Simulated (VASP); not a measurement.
# Al2Cu3 (P-6m2) in VASP: a series of runs, part 2 of 2

VASP 6.6.1. Earlier steps stand in the parts before.

## 3. Single point, PBE

This run uses another cell than the first one, of 13.34 Å³/atom.

Input file INCAR:

```
ALGO = Fast
EDIFF = 1E-6
ENCUT = 520
GGA = PE
ISIF = 2
ISMEAR = 0
LASPH = True
LCHARG = True
LELF = True
LREAL = False
LVHAR = True
LWAVE = False
NBANDS = 50
NELM = 80
PREC = Accurate
SIGMA = 0.1
```

Input file KPOINTS:

```
k-points
0
Gamma
  18 18 2
```

Input file POSCAR:

```
Al2Cu3
1.0
    2.7435485218      0.0000000000      0.0000000000
   -1.3717742609      2.3759827164      0.0000000000
    0.0000000000      0.0000000000     20.4621610130
Al Cu
4 6
Direct
    0.6666666667      0.3333333333      0.6973471121
    0.6666666667      0.3333333333      0.8992935501
    0.6666666667      0.3333333333      0.1007064499
    0.6666666667      0.3333333333      0.3026528879
    0.3333333333      0.6666666667      0.5989588864
    0.3333333333      0.6666666667      0.7989734724
    0.3333333333      0.6666666667      0.0000000000
    0.3333333333      0.6666666667      0.2010265276
    0.3333333333      0.6666666667      0.4010411136
    0.6666666667      0.3333333333      0.5000000000
```

Potentials or basis: VASP PAW PBE potentials, release 64 (Al, Cu).

Command:

```sh
cat potpaw_PBE.64/Al/POTCAR potpaw_PBE.64/Cu/POTCAR > POTCAR
mpirun -np 1 vasp_std > vasp.out
```

OUTCAR:

```text
EDIFF = 1E-6
   ENCUT = 520
   GGA = PE
   ISIF = 2
   ISMEAR = 0
   LASPH = True
   LREAL = False
   NELM = 80
   PREC = Accurate

 ion  position               nearest neighbor table
   1  0.667  0.333  0.697-   5 2.56   5 2.56   5 2.56   6 2.61   6 2.61   6 2.61
   2  0.667  0.333  0.899-   6 2.59   6 2.59   6 2.59   7 2.60   7 2.60   7 2.60
   3  0.667  0.333  0.101-   8 2.59   8 2.59   8 2.59   7 2.60   7 2.60   7 2.60
   4  0.667  0.333  0.303-   9 2.56   9 2.56   9 2.56   8 2.61   8 2.61   8 2.61
   5  0.333  0.667  0.599-   1 2.56   1 2.56   1 2.56  10 2.57  10 2.57  10 2.57
   6  0.333  0.667  0.799-   2 2.59   2 2.59   2 2.59   1 2.61   1 2.61   1 2.61
   7  0.333  0.667  0.000-   2 2.60   3 2.60   2 2.60   3 2.60   2 2.60   3 2.60
   8  0.333  0.667  0.201-   3 2.59   3 2.59   3 2.59   4 2.61   4 2.61   4 2.61
   9  0.333  0.667  0.401-   4 2.56   4 2.56   4 2.56  10 2.57  10 2.57  10 2.57
  10  0.667  0.333  0.500-   5 2.57   9 2.57   5 2.57   9 2.57   5 2.57   9 2.57

  LATTYP: Found a hexagonal cell.
 ALAT       =     2.7435485218
 C/A-ratio  =     7.4582828955

  Lattice vectors:

 A1 = (   2.7435485218,   0.0000000000,   0.0000000000)
 A2 = (  -1.3717742609,   2.3759827164,   0.0000000000)
 A3 = (   0.0000000000,   0.0000000000,  20.4621610130)

Analysis of symmetry for initial positions (statically):
=====================================================================
 Subroutine PRICEL returns:
 Original cell was already a primitive cell.

 Routine SETGRP: Setting up the symmetry group for a
 hexagonal supercell.

 Subroutine GETGRP returns: Found 12 space group operations
 (whereof 12 operations were pure point group operations)
 out of a pool of 24 trial point group operations.

The static configuration has the point symmetry D_3h.

Analysis of symmetry for dynamics (positions and initial velocities):
=====================================================================
 Subroutine PRICEL returns:
 Original cell was already a primitive cell.

 Routine SETGRP: Setting up the symmetry group for a
 hexagonal supercell.

 Subroutine GETGRP returns: Found 12 space group operations
 (whereof 12 operations were pure point group operations)
 out of a pool of 24 trial point group operations.

The dynamic configuration has the point symmetry D_3h.

 Subroutine INISYM returns: Found 12 space group operations
 (whereof 12 operations are pure point group operations),
 and found     1 'primitive' translations

----------------------------------------------------------------------------------------

                                     Primitive cell

  volume of cell :     133.3851

  direct lattice vectors                    reciprocal lattice vectors
     2.743548522  0.000000000  0.000000000     0.364491458  0.210439241  0.000000000
    -1.371774261  2.375982716  0.000000000     0.000000000  0.420878482  0.000000000
     0.000000000  0.000000000 20.462161013     0.000000000  0.000000000  0.048870694

  length of vectors
     2.743548522  2.743548522 20.462161013     0.420878482  0.420878482  0.048870694

  position of ions in fractional coordinates (direct lattice)
     0.666666667  0.333333333  0.697347112
[... 75 lines left out ...]
 [... further k-points ...]
   k-points           NKPTS =     74   k-points in BZ     NKDIM =     74   number of bands    NBANDS=     50
   number of dos      NEDOS =    301   number of ions     NIONS =     10
   total plane-waves  NPLWV =  64000
   dimension x,y,z NGX =    20 NGY =   20 NGZ =  160
   dimension x,y,z NGXF=    40 NGYF=   40 NGZF=  320
   ions per type =               4   6
   NGX,Y,Z   is equivalent  to a cutoff of  12.12, 12.12, 13.00 a.u.
   NGXF,Y,Z  is equivalent  to a cutoff of  24.24, 24.24, 26.00 a.u.
 SYSTEM =  unknown system
   PREC   = accura    normal or accurate (medium, high low for compatibility)
   ISTART =      0    job   : 0-new  1-cont  2-samecut
   ICHARG =      2    charge: 1-file 2-atom 10-const
   ISPIN  =      1    spin polarized calculation?
   LNONCOLLINEAR =      F non collinear calculations
   LSORBIT =      F    spin-orbit coupling
   LASPH  =      T    aspherical Exc in radial PAW
   ENCUT  =  520.0 eV  38.22 Ry    6.18 a.u.   5.10  5.10 38.05*2*pi/ulx,y,z
   NELM   =     80;   NELMIN=  2; NELMDL= -5     # of ELM steps
   EDIFF  = 0.1E-05   stopping-criterion for ELM
   LREAL  =      F    real-space projection
   EDIFFG = 0.1E-04   stopping-criterion for IOM
   NSW    =      0    number of steps for IOM
   IBRION =     -1    ionic relax: 0-MD 1-quasi-New 2-CG
   NFREE  =      0    steps in history (QN), initial steepest desc. (CG)
   ISIF   =      2    stress and relaxation
   ISYM   =      2    0-nonsym 1-usesym 2-fastsym
   POTIM  = 0.5000    time-step for ionic-motion
   TEBEG  =    0.0;   TEEND  =   0.0 temperature during run
   PSTRESS=    0.0 pullay stress
   NELECT =      78.0000    total number of electrons
   NUPDOWN=      -1.0000    fix difference up-down
   EMIN   =  10.00;   EMAX   =-10.00  energy-range for DOS
   EFERMI =   0.00;   METHOD = LEGACY
   ISMEAR =     0;   SIGMA  =   0.10  broadening in eV -4-tet -1-fermi 0-gaus
   EFERMI_NEDOS =   21; number of points for ismear=-14 and -15
   IALGO  =     68    algorithm
   IMIX   =      4    mixing-type and parameters
     AMIX     =   0.40;   BMIX     =  1.00
     AMIX_MAG =   1.60;   BMIX_MAG =  1.00
  volume/ion in A,a.u.               =      13.34        90.01
  Fermi-wavevector in a.u.,A,eV,Ry     =   1.369001  2.587038 25.499561  1.874165
  Thomas-Fermi vector in A             =   2.494915
   LORBIT       =      0    0 simple, 1 ext, 2 COOP (PROOUT), +10 PAW based schemes
   GGA     = PE    functional components
   LHFCALC =     F    Hartree Fock is set to
   AEXX    =    0.0000 exact exchange contribution
   IVDW    =     0    specifies the selected vdW correction
   LEPSILON=     F    determine dielectric tensor
   LRPA    =     F    only Hartree local field effects (RPA)
 non-spin polarized calculation
 RMM-DIIS sequential band-by-band and
 Gauss-broadening in eV      SIGMA  =   0.10
  energy-cutoff  :      520.00
  volume of cell :      133.39
 maximum number of plane-waves:      3618
   NGX = 11   NGY = 11   NGZ = 77

 number of electron      78.0000039 magnetization

 Free energy of the ion-electron system (eV)
  ---------------------------------------------------
  ext. energy  EPLUGINS =         0.00000000
  ---------------------------------------------------
  free energy    TOTEN  =       -38.34399180 eV

  energy without entropy =      -38.33366489  energy(sigma->0) =      -38.33882835

 E-fermi :   8.3192     XC(G=0): -11.6320

 val. band max:        8.2889133068   @ k =   0.2778   0.1667   0.0000
 cond. band min:       8.3269175323   @ k =   0.2778   0.1667   0.0000
 fundamental gap:      0.0380042255
 Fermi energy:         8.3192312017

 k-point     1 :       0.0000    0.0000    0.0000
  band No.  band energies     occupation
      1      -2.9189      2.00000
      2      -2.5755      2.00000
      3      -2.1817      2.00000
      4      -1.6973      2.00000
      5      -0.0302      2.00000
      6       1.0445      2.00000
[... 1261 lines left out ...]
     49      13.3664      0.00000
     50      13.4492      0.00000

 [... further k-points ...]

------------------------ aborting loop because EDIFF is reached ----------------------------------------

  FORCE on cell =-STRESS in cart. coord.  units (eV):
  Direction    XX          YY          ZZ          XY          YZ          ZX
  --------------------------------------------------------------------------------------
  -------------------------------------------------------------------------------------
  Total        0.2020750      0.2020750      0.3775416      0.0000000      0.0000000     -0.0000000
  in kB        2.4272565      2.4272565      4.5349031      0.0000000      0.0000000     -0.0000000
  external PRESSURE =       3.1298054 kB  Pullay stress =       0.0000000 kB

 VOLUME and BASIS-vectors are now :
 -----------------------------------------------------------------------------
  energy-cutoff  :      520.00
  volume of cell :      133.39
      direct lattice vectors                 reciprocal lattice vectors
     2.743548522  0.000000000  0.000000000     0.364491458  0.210439241  0.000000000
    -1.371774261  2.375982716  0.000000000     0.000000000  0.420878482  0.000000000
     0.000000000  0.000000000 20.462161013     0.000000000  0.000000000  0.048870694

 POSITION                                       TOTAL-FORCE (eV/Angst)
 -----------------------------------------------------------------------------------
      1.37177      0.79199     14.26923         0.000000      0.000000      0.009990
      1.37177      0.79199     18.40149         0.000000      0.000000      0.000487
      1.37177      0.79199      2.06067         0.000000      0.000000     -0.000487
      1.37177      0.79199      6.19293         0.000000      0.000000     -0.009990
     -0.00000      1.58399     12.25599        -0.000000     -0.000000     -0.008402
     -0.00000      1.58399     16.34872        -0.000000      0.000000     -0.003350
     -0.00000      1.58399      0.00000         0.000000      0.000000     -0.000000
     -0.00000      1.58399      4.11344        -0.000000      0.000000      0.003350
     -0.00000      1.58399      8.20617        -0.000000     -0.000000      0.008402
      1.37177      0.79199     10.23108         0.000000      0.000000     -0.000000
 -----------------------------------------------------------------------------------
    total drift:                                0.000003     -0.000002     -0.000000

  FREE ENERGIE OF THE ION-ELECTRON SYSTEM (eV)
  ---------------------------------------------------
  free  energy   TOTEN  =       -38.3439918031 eV

  energy  without entropy=      -38.3336648889  energy(sigma->0) =      -38.33882835
```

It took 8.8 min on 1 thread of Intel Xeon Platinum 8488C (Sapphire Rapids), shared host; peak memory 0.47 GiB.

Results:

| Item | Value |
| --- | --- |
| Free energy | -38.3440 eV |
| Pressure | 0.3 GPa |
| Largest force | 0.010 eV/Å |
| Band gap on the k mesh | zero (bands 39 and 40 overlap by 3.05 eV) |

Forces in eV/Å, atoms in the order of the input:
```
Al   0.000  0.000  0.010
Al   0.000  0.000  0.000
Al   0.000  0.000  0.000
Al   0.000  0.000 -0.010
Cu   0.000  0.000 -0.008
Cu   0.000  0.000 -0.003
Cu   0.000  0.000  0.000
Cu   0.000  0.000  0.003
Cu   0.000  0.000  0.008
Cu   0.000  0.000  0.000
```
